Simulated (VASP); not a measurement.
Set up this calculation in VASP 6.6.1, as the native input.

* Task: single point
* Functional: LDA
* Potentials or basis: VASP PAW LDA potentials, release 64 (Ga_d, N)
* Cutoff: 520 eV
* k mesh: 10 × 10 × 10
* Occupations: fermi-dirac, width 0.05 eV
* Spin: non-collinear spin, zero start, spin-orbit coupling
* Starting moments: [[0.0, 0.0, 0.0], [0.0, 0.0, 0.0]] μB
* Dipole correction: no
* Further INCAR settings: ALGO = Normal; EDIFF = 1e-07; NBANDS = 30

The structure of GaN lies in POSCAR:

```
GaN
1.0
    0.0000000000      2.2383759866      2.2383759866
    2.2383759866      0.0000000000      2.2383759866
    2.2383759866      2.2383759866      0.0000000000
Ga N
1 1
Direct
    0.0000000000      0.0000000000      0.0000000000
    0.2500000000      0.2500000000      0.2500000000
```

One way to write it, as run:

INCAR

```
  PREC = Accurate
  ENCUT = 520
  EDIFF = 1E-7
  ISMEAR = -1
  SIGMA = 0.05
  LREAL = False
  LASPH = True
  NELM = 150
  ALGO = Normal
  ISIF = 2
  LWAVE = False
  LCHARG = True
  MAGMOM = 0 0 0 0 0 0
  LORBIT = 11
  LSORBIT = True
  GGA_COMPAT = False
  LORBMOM = True
  LVHAR = True
  NBANDS = 30
```

KPOINTS

```
Automatic mesh
0
Gamma
  10 10 10
```

Potentials or basis: VASP PAW LDA potentials, release 64 (Ga_d, N).

The run is started by

```bash
$ cat potpaw_LDA.64/Ga_d/POTCAR potpaw_LDA.64/N/POTCAR > POTCAR
$ mpirun -np 1 vasp_ncl > vasp.out
```

Results of the run:

```
Pressure                                              : -1.8 GPa
Net moment                                            : 0.00 μB per cell
Valence electrons inside the program's atomic spheres : Ga 11.93; N 3.71
```

Wall time 47 s on 1 thread of Intel(R) Xeon(R) 6975P-C (Granite Rapids) (shared host), peak memory 0.21 GiB.
